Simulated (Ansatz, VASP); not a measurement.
# Si4N in VASP and in Ansatz

The input INCAR:

```
PREC = Accurate ; ENCUT = 1000
EDIFF = 1E-6 ; ISMEAR = 0
SIGMA = 0.05 ; LREAL = False
LASPH = True ; NELM = 120
ALGO = Normal ; ISIF = 2
LWAVE = False ; LCHARG = False
LDIPOL = True ; IDIPOL = 3
DIPOL = 0.5 0.5 0.379 ; GGA = PE
IVDW = 12 ; NBANDS = 32
GGA_COMPAT = False ; NELMDL = -8
```

File KPOINTS:

```
regular mesh
0
Gamma
  9 9 1
```

Contents of POSCAR:

```
Si4N
1.0
    3.8155170209      0.0000000000      0.0000000000
   -1.9077585104      3.3043346686      0.0000000000
    0.0000000000      0.0000000000     28.9874813843
Si N
8 2
Direct
    0.6666666667      0.3333333333      0.1379906018
    0.3333333333      0.6666666667      0.1654736894
    0.3333333333      0.6666666667      0.2468813277
    0.6666666667      0.3333333333      0.2743644153
    0.6666666667      0.3333333333      0.3556303104
    0.3333333333      0.6666666667      0.3827070033
    0.3333333333      0.6666666667      0.4657581680
    0.6666666667      0.3333333333      0.4894347735
    0.6666666667      0.8333333333      0.6170760801
    0.6666666667      0.8333333333      0.6550234956
```

Input for Ansatz:

```yaml
crystal:
  lattice:
    - [3.8155170209, 0.0, 0.0]
    - [-1.9077585104, 3.3043346686, 0.0]
    - [0.0, 0.0, 28.9874813843]
  atoms:
    - { symbol: Si, position: [0.6666666667, 0.3333333333, 0.1379906018] }
    - { symbol: Si, position: [0.3333333333, 0.6666666667, 0.1654736894] }
    - { symbol: Si, position: [0.3333333333, 0.6666666667, 0.2468813277] }
    - { symbol: Si, position: [0.6666666667, 0.3333333333, 0.2743644153] }
    - { symbol: Si, position: [0.6666666667, 0.3333333333, 0.3556303104] }
    - { symbol: Si, position: [0.3333333333, 0.6666666667, 0.3827070033] }
    - { symbol: Si, position: [0.3333333333, 0.6666666667, 0.465758168] }
    - { symbol: Si, position: [0.6666666667, 0.3333333333, 0.4894347735] }
    - { symbol: "N", position: [0.6666666667, 0.8333333333, 0.6170760801] }
    - { symbol: "N", position: [0.6666666667, 0.8333333333, 0.6550234956] }
basis:
  ecutwfc: 420
kpoints:
  mp_grid: { grid: [9, 9, 1] }
hamiltonian:
  xc: pbe
  pseudopotentials: { kind: paw, azcp: { folder: soft_1 } }
  dispersion: d3bj
scf:
  occupations: { method: gaussian, width: 0.05 }
output:
  forces: true
  eigenvalues: true
efield:
  axis: 3
  dipole_correction: true
  ramp_width: 0.04
```

Alike in both runs: task single point; functional PBE; dispersion D3(BJ); k mesh 9 × 9 × 1; occupations gaussian, width 0.05 eV; no spin polarisation.

|  | VASP | Ansatz |
| --- | --- | --- |
| version | VASP 6.6.1 | Ansatz 0.2.0 |
| potentials or method | VASP PAW PBE potentials, release 64 (Si, N_h), cutoff 1000 eV | scalar-relativistic, plane waves, PAW |
| valence electrons in the cell | 42 | 42 |

Ansatz gave:

| Quantity | Value |
| --- | --- |
| gap on the k mesh at the Fermi level (eV) | none |
| rms of the force components (eV/Å) | 0.181 |

Problem. Which values does VASP return?

Solution. gap on the k mesh at the Fermi level (eV): none; rms of the force components (eV/Å): 0.193.

Atom by atom the forces differ by 0.020 eV/Å (rms over components). A gap of «none» marks a metal or a gap that the smearing closes.
